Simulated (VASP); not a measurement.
CoW3: single point with PBE

Crystal: CoW3.

```
CELL_PARAMETERS angstrom
3.90735 0.00000 0.00000
0.00000 7.81470 0.00000
0.00000 0.00000 3.90735
ATOMIC_POSITIONS crystal
Co 0.00000 0.00000 0.00000
Co 0.00000 0.50000 0.00000
W 0.00000 0.25000 0.50000
W 0.50000 0.00000 0.50000
W 0.50000 0.25000 0.00000
W 0.00000 0.75000 0.50000
W 0.50000 0.50000 0.50000
W 0.50000 0.75000 0.00000
```

```
Program             : VASP 6.6.1
Task                : single point
Functional          : PBE
Potentials or basis : VASP PAW PBE potentials, release 64 (Co, W_sv)
Cutoff              : 520 eV
k mesh              : 6 × 3 × 6
Occupations         : fermi-dirac, width 0.1 eV
Spin                : collinear spin, ferromagnetic start
Starting moments    : [3.0, 3.0, 0.0, 0.0, 0.0, 0.0, 0.0, 0.0] μB
```

```yaml
Pressure: -1.0 GPa
Net_moment: 0.13 μB per cell
Site_moments: Co +0.06; W +0.00 μB
Valence_electrons_inside_the_program's_atomic_spheres: Co 8.29; W 12.07
```

Levels at points of the mesh, in eV from the Fermi level:
Spin up:
| k point | band 47 | band 48 | band 49 | band 50 | band 51 | band 52 | band 53 | band 54 |
| --- | --- | --- | --- | --- | --- | --- | --- | --- |
| (0.00, 0.00, 0.00) | 0.22 | 0.22 | 0.35 | 0.35 | 0.67 | 0.92 | 1.83 | 1.83 |
| (0.50, 0.00, 0.00) | -1.05 | -0.97 | 0.07 | 0.22 | 0.22 | 0.54 | 0.54 | 0.67 |
| (0.50, 0.00, 0.50) | -0.80 | -0.80 | -0.80 | 0.46 | 0.46 | 0.46 | 0.54 | 0.54 |
Spin down:
```tsv
k point	band 46	band 47	band 48	band 49	band 50	band 51	band 52	band 53	band 54	band 55
(0.00, 0.00, 0.00)	0.07	0.24	0.24	0.41	0.41	0.67	0.97	1.83	1.83	1.83
(0.50, 0.00, 0.00)	-1.73	-0.98	-0.90	0.07	0.24	0.24	0.56	0.56	0.67	0.97
(0.50, 0.00, 0.50)	-0.90	-0.79	-0.79	-0.79	0.46	0.46	0.46	0.56	0.56	1.02
```

Run time: 3.5 min on 1 thread of Intel(R) Xeon(R) 6975P-C (Granite Rapids) (shared host), peak memory 0.4 GiB.

Caveat: spin-orbit coupling is left out, which moves the levels of the heavy elements.
